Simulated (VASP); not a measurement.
# GaN (I-4m2) in VASP: a series of runs

The runs below take GaN through single point, with LDA.

All numbers are computed with VASP 6.6.1; they aren't measurements. Logs are shortened: lines on timing, memory, paths and dates and some standing lists are left out, and cuts for length are marked.

## Step 1: The cell of the first run

The structure is tetragonal, space group I-4m2 (No. 119). Conventional cell: a = 3.166 Å, b = 3.166 Å, c = 4.431 Å, α = 90.00°, β = 90.00°, γ = 90.00°. Ga (site symmetry -4m2) has 4 N at 1.93 Å within 2.6 Å. Within 2.6 Å of N (site symmetry -4m2) lie 4 Ga at 1.93 Å.

## Step 2: Single point, LDA (in-plane strain +0.005, then relaxed in part)

INCAR reads:

```
SYSTEM = GaN
PREC     = Accurate       ! precision mode
ENCUT    = 520            ! plane-wave cutoff, eV
EDIFF    = 1E-6           ! SCF threshold, eV
ISMEAR   = 0              ! smearing method
SIGMA    = 0.01           ! smearing width, eV
LREAL    = .False.        ! projectors in reciprocal space
LASPH    = .True.         ! aspherical terms in the spheres
NELM     = 100            ! most SCF steps
ALGO     = Normal         ! electronic algorithm
ISIF     = 2              ! what is computed and relaxed
LWAVE    = .False.        ! write WAVECAR
LCHARG   = .True.         ! write CHGCAR
GGA      = CA             ! functional
LELF     = .True.         ! ELF
LVHAR    = .True.       
NBANDS   = 16             ! bands
```

KPOINTS reads:

```
regular mesh
0
Gamma
  10 10 10
  0 0 0
```

POSCAR reads:

```
GaN
1.0
    2.2388430216      2.2388430216      0.0000000000
   -2.2388430216      2.2388430216      0.0000000000
    0.0000000000      2.2388430216      2.2155320069
Ga N
1 1
Direct
    0.0000000000      0.0000000000      0.0000000000
    0.2500000000      0.7500000000      0.5000000000
```

Potentials or basis: VASP PAW LDA potentials, release 64 (Ga_d, N).

Command:

```console
$ cat potpaw_LDA.64/Ga_d/POTCAR potpaw_LDA.64/N/POTCAR > POTCAR
$ mpirun -np 1 vasp_std > vasp.out
```

OUTCAR:

```text
SYSTEM = GaN
   PREC = Accurate
   ENCUT = 520
   EDIFF = 1E-6
   ISMEAR = 0
   LREAL = .False.
   LASPH = .True.
   NELM = 100
   ISIF = 2
   GGA = CA

 ion  position               nearest neighbor table
   1  0.000  0.000  0.000-   2 1.93   2 1.93   2 1.93   2 1.93
   2  0.250  0.750  0.500-   1 1.93   1 1.93   1 1.93   1 1.93

  LATTYP: Found a body centered tetragonal cell.
 ALAT       =     3.1662021652
 C/A-ratio  =     1.3994886563

  Lattice vectors:

 A1 = (   2.2388430216,   0.0000000000,  -2.2155320069)
 A2 = (  -2.2388430216,   0.0000000000,  -2.2155320069)
 A3 = (   0.0000000000,   2.2388430216,   2.2155320069)

Analysis of symmetry for initial positions (statically):
=====================================================================
 Subroutine PRICEL returns:
 Original cell was already a primitive cell.

 Routine SETGRP: Setting up the symmetry group for a
 body centered tetragonal supercell.

 Subroutine GETGRP returns: Found  8 space group operations
 (whereof  8 operations were pure point group operations)
 out of a pool of 16 trial point group operations.

The static configuration has the point symmetry D_2d.

Analysis of symmetry for dynamics (positions and initial velocities):
=====================================================================
 Subroutine PRICEL returns:
 Original cell was already a primitive cell.

 Routine SETGRP: Setting up the symmetry group for a
 body centered tetragonal supercell.

 Subroutine GETGRP returns: Found  8 space group operations
 (whereof  8 operations were pure point group operations)
 out of a pool of 16 trial point group operations.

The dynamic configuration has the point symmetry D_2d.

 Subroutine INISYM returns: Found  8 space group operations
 (whereof  8 operations are pure point group operations),
 and found     1 'primitive' translations

----------------------------------------------------------------------------------------

                                     Primitive cell

  volume of cell :      22.2103

  direct lattice vectors                    reciprocal lattice vectors
     2.238843022  2.238843022  0.000000000     0.223329637  0.223329637 -0.225679430
    -2.238843022  2.238843022  0.000000000    -0.223329637  0.223329637 -0.225679430
     0.000000000  2.238843022  2.215532007     0.000000000  0.000000000  0.451358860

  length of vectors
     3.166202165  3.166202165  3.149761919     0.388179673  0.388179673  0.451358860

  position of ions in fractional coordinates (direct lattice)
     0.000000000  0.000000000  0.000000000
     0.250000000  0.750000000  0.500000000

  ion indices of the primitive-cell ions
   primitive index   ion index
                 1           1
                 2           2

----------------------------------------------------------------------------------------

 KPOINTS: regular mesh

Automatic generation of k-mesh.
 Grid dimensions read from file:
 generate k-points for:   10   10   10

 Generating k-lattice:

  Cartesian coordinates                     Fractional coordinates (reciprocal lattice)
     0.022332964  0.022332964 -0.022567943     0.100000000  0.000000000 -0.000000000
    -0.022332964  0.022332964 -0.022567943     0.000000000  0.100000000 -0.000000000
     0.000000000  0.000000000  0.045135886     0.000000000  0.000000000  0.100000000

  Length of vectors
     0.038817967  0.038817967  0.045135886

  Shift w.r.t. Gamma in fractional coordinates (k-lattice)
     0.000000000  0.000000000  0.000000000

 Subroutine IBZKPT returns following result:
 ===========================================

 Found    102 irreducible k-points:

 Following reciprocal coordinates:
            Coordinates               Weight
  0.000000  0.000000  0.000000      1.000000
  0.100000  0.000000  0.000000      8.000000
  0.200000  0.000000  0.000000      8.000000
  0.300000  0.000000  0.000000      8.000000
  0.400000  0.000000  0.000000      8.000000
  0.500000  0.000000  0.000000      4.000000
[... 16 lines left out ...]
  0.300000  0.300000  0.000000      8.000000
  0.400000  0.300000  0.000000     16.000000
 [... further k-points ...]
   k-points           NKPTS =    102   k-points in BZ     NKDIM =    102   number of bands    NBANDS=     16
   number of dos      NEDOS =    301   number of ions     NIONS =      2
   total plane-waves  NPLWV =  13824
   dimension x,y,z NGX =    24 NGY =   24 NGZ =   24
   dimension x,y,z NGXF=    48 NGYF=   48 NGZF=   48
   ions per type =               1   1
   NGX,Y,Z   is equivalent  to a cutoff of  12.60, 12.60, 12.67 a.u.
   NGXF,Y,Z  is equivalent  to a cutoff of  25.20, 25.20, 25.33 a.u.
 SYSTEM =  GaN
   PREC   = accura    normal or accurate (medium, high low for compatibility)
   ISTART =      0    job   : 0-new  1-cont  2-samecut
   ICHARG =      2    charge: 1-file 2-atom 10-const
   ISPIN  =      1    spin polarized calculation?
   LNONCOLLINEAR =      F non collinear calculations
   LSORBIT =      F    spin-orbit coupling
   LASPH  =      T    aspherical Exc in radial PAW
   ENCUT  =  520.0 eV  38.22 Ry    6.18 a.u.   5.89  5.89  5.86*2*pi/ulx,y,z
   NELM   =    100;   NELMIN=  2; NELMDL= -5     # of ELM steps
   EDIFF  = 0.1E-05   stopping-criterion for ELM
   LREAL  =      F    real-space projection
   EDIFFG = 0.1E-04   stopping-criterion for IOM
   NSW    =      0    number of steps for IOM
   IBRION =     -1    ionic relax: 0-MD 1-quasi-New 2-CG
   NFREE  =      0    steps in history (QN), initial steepest desc. (CG)
   ISIF   =      2    stress and relaxation
   ISYM   =      2    0-nonsym 1-usesym 2-fastsym
   POTIM  = 0.5000    time-step for ionic-motion
   TEBEG  =    0.0;   TEEND  =   0.0 temperature during run
   PSTRESS=    0.0 pullay stress
   NELECT =      18.0000    total number of electrons
   NUPDOWN=      -1.0000    fix difference up-down
   EMIN   =  10.00;   EMAX   =-10.00  energy-range for DOS
   EFERMI =   0.00;   METHOD = LEGACY
   ISMEAR =     0;   SIGMA  =   0.01  broadening in eV -4-tet -1-fermi 0-gaus
   EFERMI_NEDOS =   21; number of points for ismear=-14 and -15
   IALGO  =     38    algorithm
   IMIX   =      4    mixing-type and parameters
     AMIX     =   0.40;   BMIX     =  1.00
     AMIX_MAG =   1.60;   BMIX_MAG =  1.00
  volume/ion in A,a.u.               =      11.11        74.94
  Fermi-wavevector in a.u.,A,eV,Ry     =   1.526326  2.884337 31.697088  2.329670
  Thomas-Fermi vector in A             =   2.634374
   LORBIT       =      0    0 simple, 1 ext, 2 COOP (PROOUT), +10 PAW based schemes
   GGA     = CA    functional components
   LHFCALC =     F    Hartree Fock is set to
   AEXX    =    0.0000 exact exchange contribution
   IVDW    =     0    specifies the selected vdW correction
   LEPSILON=     F    determine dielectric tensor
   LRPA    =     F    only Hartree local field effects (RPA)
 non-spin polarized calculation
 Gauss-broadening in eV      SIGMA  =   0.01
  energy-cutoff  :      520.00
  volume of cell :       22.21
 maximum number of plane-waves:       610
   NGX = 11   NGY = 11   NGZ = 11

 number of electron      18.0000014 magnetization

 Free energy of the ion-electron system (eV)
  ---------------------------------------------------
  ext. energy  EPLUGINS =         0.00000000
  ---------------------------------------------------
  free energy    TOTEN  =       -13.94360738 eV

  energy without entropy =      -13.94360738  energy(sigma->0) =      -13.94360738

 E-fermi :   5.4612     XC(G=0): -12.2795

 val. band max:        5.4005683971   @ k =   0.0000   0.0000   0.0000
 cond. band min:       7.3103717688   @ k =   0.0000   0.0000   0.0000
 fundamental gap:      1.9098033717
 Fermi energy:         5.4611903457

 k-point     1 :       0.0000    0.0000    0.0000
  band No.  band energies     occupation
      1     -10.6992      2.00000
      2      -8.2211      2.00000
      3      -8.2211      2.00000
      4      -8.2096      2.00000
      5      -7.8687      2.00000
      6      -7.8673      2.00000
[... 8 lines left out ...]
     15      24.1588      0.00000
     16      24.1588      0.00000

 k-point     2 :       0.1000    0.0000    0.0000
  band No.  band energies     occupation
      1     -10.5806      2.00000
      2      -8.2062      2.00000
      3      -8.1998      2.00000
      4      -8.1778      2.00000
      5      -7.8699      2.00000
      6      -7.8691      2.00000
[... 8 lines left out ...]
     15      22.8842      0.00000
     16      23.1847      0.00000

 k-point     3 :       0.2000    0.0000    0.0000
  band No.  band energies     occupation
      1     -10.2822      2.00000
      2      -8.1719      2.00000
      3      -8.1643      2.00000
      4      -8.0119      2.00000
      5      -7.8687      2.00000
      6      -7.8679      2.00000
[... 8 lines left out ...]
     15      22.1550      0.00000
     16      22.3291      0.00000

 k-point     4 :       0.3000    0.0000    0.0000
  band No.  band energies     occupation
      1      -9.9697      2.00000
      2      -8.1418      2.00000
      3      -8.1335      2.00000
      4      -7.8556      2.00000
      5      -7.8518      2.00000
      6      -7.5854      2.00000
[... 8 lines left out ...]
     15      22.7100      0.00000
     16      22.7536      0.00000
[... 324 lines left out ...]
 k-point    22 :      -0.2000    0.2000    0.0000
  band No.  band energies     occupation
      1     -10.1563      2.00000
      2      -8.1145      2.00000
      3      -8.1070      2.00000
      4      -8.0705      2.00000
      5      -7.8523      2.00000
      6      -7.8383      2.00000
[... 8 lines left out ...]
     15      26.4894      0.00000
     16      26.9351      0.00000

 k-point    23 :       0.3000    0.3000    0.0000
  band No.  band energies     occupation
      1      -9.6280      2.00000
      2      -8.1067      2.00000
      3      -8.0046      2.00000
      4      -7.8993      2.00000
      5      -7.8662      2.00000
      6      -6.1998      2.00000
[... 8 lines left out ...]
     15      23.2670      0.00000
     16      28.0596      0.00000

 k-point    24 :       0.4000    0.3000    0.0000
  band No.  band energies     occupation
      1      -9.5941      2.00000
      2      -8.0983      2.00000
      3      -7.9706      2.00000
      4      -7.9272      2.00000
      5      -7.8341      2.00000
      6      -5.9338      2.00000
[... 8 lines left out ...]
     15      25.3118      0.00000
     16      28.2968      0.00000

 [... further k-points ...]
[... 5 lines left out ...]
  --------------------------------------------------------------------------------------
  -------------------------------------------------------------------------------------
  Total       -0.0343829     -0.0343829      0.1484497      0.0000000      0.0000000      0.0000000
  in kB       -2.4802622     -2.4802622     10.7086452      0.0000000      0.0000000      0.0000000
  external PRESSURE =       1.9160402 kB  Pullay stress =       0.0000000 kB

 VOLUME and BASIS-vectors are now :
 -----------------------------------------------------------------------------
  energy-cutoff  :      520.00
  volume of cell :       22.21
      direct lattice vectors                 reciprocal lattice vectors
     2.238843022  2.238843022  0.000000000     0.223329637  0.223329637 -0.225679430
    -2.238843022  2.238843022  0.000000000    -0.223329637  0.223329637 -0.225679430
     0.000000000  2.238843022  2.215532007     0.000000000  0.000000000  0.451358860

 POSITION                                       TOTAL-FORCE (eV/Angst)
 -----------------------------------------------------------------------------------
      0.00000      0.00000      0.00000         0.000000      0.000000      0.000000
     -1.11942      3.35826      1.10777        -0.000000     -0.000000      0.000000
 -----------------------------------------------------------------------------------
    total drift:                                0.000003      0.000000     -0.000000

  FREE ENERGIE OF THE ION-ELECTRON SYSTEM (eV)
  ---------------------------------------------------
  free  energy   TOTEN  =       -13.9436073845 eV

  energy  without entropy=      -13.9436073845  energy(sigma->0) =      -13.94360738
```

Run time: 45 s. Hardware: 1 thread of Intel Xeon 8259CL, shared host; peak memory 0.15 GiB.

What came out:

```
Free energy            : -13.9436 eV
Pressure               : 0.2 GPa
Band gap on the k mesh : 1.91 eV, direct
```

Stress tensor (GPa, compression positive):
```
-0.25  0.00  0.00
 0.00 -0.25  0.00
 0.00  0.00  1.07
```

Caveat: the cell differs from its parent crystal (in-plane strain +0.005, then relaxed in part).

## Step 3: Single point, LDA (in-plane strain +0.005)

INCAR reads:

```
SYSTEM = GaN
  PREC = Accurate
  ENCUT = 520
  EDIFF = 1E-7
  ISMEAR = 0
  SIGMA = 0.01
  LREAL = .FALSE.
  LASPH = .TRUE.
  NELM = 80
  ALGO = Normal
  ISIF = 2
  LWAVE = .FALSE.
  LCHARG = .FALSE.
  NBANDS = 16
```

KPOINTS reads:

```
regular mesh
0
G
  10 10 10
  0 0 0
```

Changes to POSCAR since step 2:

```diff
@@ -4,3 +4,3 @@
    -2.2388430216      2.2388430216      0.0000000000
-    0.0000000000      2.2388430216      2.2155320069
+    0.0000000000      2.2388430216      2.2210213857
 Ga N
```

Potentials or basis: VASP PAW LDA potentials, release 64 (Ga_d, N).

Command:

```console
$ cat potpaw_LDA.64/Ga_d/POTCAR potpaw_LDA.64/N/POTCAR > POTCAR
$ mpirun -np 1 vasp_std > vasp.out
```

It took 39 s on 1 thread of Intel Xeon 8259CL, shared host; peak memory 0.15 GiB.

Results (log left out):

```
Free energy            : -13.9439 eV
Pressure               : -0.3 GPa
Band gap on the k mesh : 1.90 eV, direct
```

Stress tensor (GPa, compression positive):
```
-0.65  0.00  0.00
 0.00 -0.65  0.00
 0.00  0.00  0.36
```

Levels at points of the mesh, in eV from the valence-band top:
```
           k point  band 6  band 7  band 8  band 9  band 10  band 11  band 12  band 13
(0.00, 0.00, 0.00)  -13.26   -0.04   -0.04    0.00     1.90    10.24    10.26    10.26
(0.50, 0.00, 0.00)  -11.88   -7.33   -1.07   -1.01     4.71     8.71    10.26    10.39
(0.50, 0.50, 0.00)  -11.42   -6.37   -2.84   -2.83     3.25     6.66    11.64    13.94
(0.00, 0.00, 0.50)  -11.38   -6.28   -2.90   -2.90     3.19     6.53    11.75    13.99
```

Caveat: the cell differs from its parent crystal (in-plane strain +0.005).
